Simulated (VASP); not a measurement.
# Cu (Fm-3m) in VASP: single point with PBE

Aim: the single point of Cu with PBE.

All numbers are computed with VASP 6.6.1; they aren't measurements. Logs are shortened: lines on timing, memory, paths and dates and some standing lists are left out, and cuts for length are marked.

**1. The cell of the first run**

It takes space group Fm-3m (No. 225, cubic). Conventional cell: a = 3.833 Å, b = 3.833 Å, c = 3.833 Å, α = 90.00°, β = 90.00°, γ = 90.00°. Cu (site symmetry m-3m) has 12 Cu at 2.71 Å within 3.6 Å.

**2. Single point, PBE (Ag replaced by Cu, lengths x 0.946, strained)**

The input, INCAR:

```
SYSTEM = Cu
PREC = Accurate
ENCUT = 600
EDIFF = 1E-6
ISMEAR = 0
SIGMA = 0.1
LREAL = .False.
LASPH = .True.
NELM = 120
ALGO = Normal
ISIF = 2
LWAVE = .False.
LCHARG = .False.
GGA = PE
NBANDS = 12
GGA_COMPAT = .False.
```

The input, KPOINTS:

```
Automatic mesh
0
Gamma
  8 8 8
  0 0 0
```

The input, POSCAR:

```
Cu
1.0
    0.0000000000      1.9163571792      1.9163571792
    1.9163571792      0.0000000000      1.9163571792
    1.9163571792      1.9163571792      0.0000000000
Cu
1
Direct
    0.0000000000      0.0000000000      0.0000000000
```

Potentials or basis: VASP PAW PBE potentials, release 64 (Cu).

Run with:

```sh
$ cat potpaw_PBE.64/Cu/POTCAR > POTCAR
$ mpirun -np 1 vasp_std > vasp.out
```

OUTCAR:

```text
SYSTEM = Cu
   PREC = Accurate
   ENCUT = 600
   EDIFF = 1E-6
   ISMEAR = 0
   LREAL = .False.
   LASPH = .True.
   NELM = 120
   ISIF = 2
   GGA = PE

 ion  position               nearest neighbor table
   1  0.000  0.000  0.000-

  LATTYP: Found a face centered cubic cell.
 ALAT       =     3.8327143584

  Lattice vectors:

 A1 = (   0.0000000000,   1.9163571792,   1.9163571792)
 A2 = (   1.9163571792,   0.0000000000,   1.9163571792)
 A3 = (   1.9163571792,   1.9163571792,   0.0000000000)

Analysis of symmetry for initial positions (statically):
=====================================================================
 Subroutine PRICEL returns:
 Original cell was already a primitive cell.

 Routine SETGRP: Setting up the symmetry group for a
 face centered cubic supercell.

 Subroutine GETGRP returns: Found 48 space group operations
 (whereof 48 operations were pure point group operations)
 out of a pool of 48 trial point group operations.

The static configuration has the point symmetry O_h .

Analysis of symmetry for dynamics (positions and initial velocities):
=====================================================================
 Subroutine PRICEL returns:
 Original cell was already a primitive cell.

 Routine SETGRP: Setting up the symmetry group for a
 face centered cubic supercell.

 Subroutine GETGRP returns: Found 48 space group operations
 (whereof 48 operations were pure point group operations)
 out of a pool of 48 trial point group operations.

The dynamic configuration has the point symmetry O_h .

 Subroutine INISYM returns: Found 48 space group operations
 (whereof 48 operations are pure point group operations),
 and found     1 'primitive' translations

----------------------------------------------------------------------------------------

                                     Primitive cell

  volume of cell :      14.0754

  direct lattice vectors                    reciprocal lattice vectors
     0.000000000  1.916357179  1.916357179    -0.260911695  0.260911695  0.260911695
     1.916357179  0.000000000  1.916357179     0.260911695 -0.260911695  0.260911695
     1.916357179  1.916357179  0.000000000     0.260911695  0.260911695 -0.260911695

  length of vectors
     2.710138313  2.710138313  2.710138313     0.451912312  0.451912312  0.451912312

  position of ions in fractional coordinates (direct lattice)
     0.000000000  0.000000000  0.000000000
[... 70 lines left out ...]
   ISPIN  =      1    spin polarized calculation?
   LNONCOLLINEAR =      F non collinear calculations
   LSORBIT =      F    spin-orbit coupling
   LASPH  =      T    aspherical Exc in radial PAW
   ENCUT  =  600.0 eV  44.10 Ry    6.64 a.u.   5.41  5.41  5.41*2*pi/ulx,y,z
   NELM   =    120;   NELMIN=  2; NELMDL= -5     # of ELM steps
   EDIFF  = 0.1E-05   stopping-criterion for ELM
   LREAL  =      F    real-space projection
[... 7 lines left out ...]
   TEBEG  =    0.0;   TEEND  =   0.0 temperature during run
   PSTRESS=    0.0 pullay stress
   NELECT =      11.0000    total number of electrons
   NUPDOWN=      -1.0000    fix difference up-down
   EMIN   =  10.00;   EMAX   =-10.00  energy-range for DOS
   EFERMI =   0.00;   METHOD = LEGACY
   ISMEAR =     0;   SIGMA  =   0.10  broadening in eV -4-tet -1-fermi 0-gaus
   EFERMI_NEDOS =   21; number of points for ismear=-14 and -15
   IALGO  =     38    algorithm
   IMIX   =      4    mixing-type and parameters
     AMIX     =   0.40;   BMIX     =  1.00
     AMIX_MAG =   1.60;   BMIX_MAG =  1.00
  volume/ion in A,a.u.               =      14.08        94.99
  Fermi-wavevector in a.u.,A,eV,Ry     =   1.507947  2.849606 30.938324  2.273903
  Thomas-Fermi vector in A             =   2.618466
   LORBIT       =      0    0 simple, 1 ext, 2 COOP (PROOUT), +10 PAW based schemes
   GGA     = PE    functional components
   LHFCALC =     F    Hartree Fock is set to
   AEXX    =    0.0000 exact exchange contribution
   IVDW    =     0    specifies the selected vdW correction
   LEPSILON=     F    determine dielectric tensor
   LRPA    =     F    only Hartree local field effects (RPA)
 non-spin polarized calculation
 Gauss-broadening in eV      SIGMA  =   0.10
  energy-cutoff  :      600.00
  volume of cell :       14.08
 maximum number of plane-waves:       489
 NGX is ok and might be reduce to    24
   NGX = 11   NGY = 11   NGZ = 11

 number of electron      11.0000001 magnetization

 Free energy of the ion-electron system (eV)
  ---------------------------------------------------
  ext. energy  EPLUGINS =         0.00000000
  ---------------------------------------------------
  free energy    TOTEN  =        -3.59558306 eV

  energy without entropy =       -3.59254454  energy(sigma->0) =       -3.59406380

 E-fermi :   5.4741     XC(G=0): -11.7394

 val. band max:        5.3995190434   @ k =   0.5000   0.2500   0.1250
 cond. band min:       5.7649595684   @ k =   0.5000   0.3750   0.1250
 fundamental gap:      0.3654405251
 Fermi energy:         5.4741145695

 k-point     1 :       0.0000    0.0000    0.0000
  band No.  band energies     occupation
      1      -2.4951      2.00000
      2       3.0627      2.00000
      3       3.0627      2.00000
      4       3.0627      2.00000
      5       3.6878      2.00000
      6       3.6878      2.00000
      7      26.7787      0.00000
      8      28.1207      0.00000
      9      28.1207      0.00000
     10      28.1207      0.00000
     11      30.5903      0.00000
     12      30.5903      0.00000
[... 331 lines left out ...]
 k-point    24 :      -0.3750    0.2500    0.1250
  band No.  band energies     occupation
      1       2.0593      2.00000
      2       2.6429      2.00000
      3       3.0458      2.00000
      4       3.4089      2.00000
      5       4.0813      2.00000
      6       7.5980      0.00000
      7       9.0860      0.00000
      8      18.3591      0.00000
      9      18.4432      0.00000
     10      26.8975      0.00000
     11      30.1744      0.00000
     12      37.2419      0.00000

 [... further k-points ...]
[... 5 lines left out ...]
  --------------------------------------------------------------------------------------
  -------------------------------------------------------------------------------------
  Total       -1.2359040     -1.2359040     -1.2359040      0.0000000      0.0000000      0.0000000
  in kB     -140.6811671   -140.6811671   -140.6811671      0.0000000      0.0000000      0.0000000
  external PRESSURE =    -140.6811671 kB  Pullay stress =       0.0000000 kB

 VOLUME and BASIS-vectors are now :
 -----------------------------------------------------------------------------
  energy-cutoff  :      600.00
  volume of cell :       14.08
      direct lattice vectors                 reciprocal lattice vectors
     0.000000000  1.916357179  1.916357179    -0.260911695  0.260911695  0.260911695
     1.916357179  0.000000000  1.916357179     0.260911695 -0.260911695  0.260911695
     1.916357179  1.916357179  0.000000000     0.260911695  0.260911695 -0.260911695

 POSITION                                       TOTAL-FORCE (eV/Angst)
 -----------------------------------------------------------------------------------
      0.00000      0.00000      0.00000         0.000000      0.000000      0.000000
 -----------------------------------------------------------------------------------
    total drift:                               -0.000000      0.000000     -0.000000

  FREE ENERGIE OF THE ION-ELECTRON SYSTEM (eV)
  ---------------------------------------------------
  free  energy   TOTEN  =        -3.5955830612 eV

  energy  without entropy=       -3.5925445399  energy(sigma->0) =       -3.59406380
```

stdout:

```text
POSCAR found type information on POSCAR Cu
 POSCAR found :  1 types and       1 ions
 scaLAPACK will be used
 LDA part: xc-table for (Slater+PW92), standard interpolation
 POSCAR, INCAR and KPOINTS ok, starting setup
 FFT: planning ... GRIDC
 FFT: planning ... GRID_SOFT
 FFT: planning ... GRID
 WAVECAR not read
 entering main loop
```

It took 11 s on 1 thread of Intel Xeon 8259CL, shared host; peak memory 0.13 GiB.

What came out:

```
Free energy            : -3.5956 eV
Pressure               : -14.1 GPa
Band gap on the k mesh : zero (an odd number of electrons rules out a gap without spin polarisation)
```

Caveat: the cell differs from its parent crystal (Ag replaced by Cu, lengths x 0.946, strained); the cell stands under tension.

The gap in the log of VASP goes by the Fermi energy; the results here count the filled bands.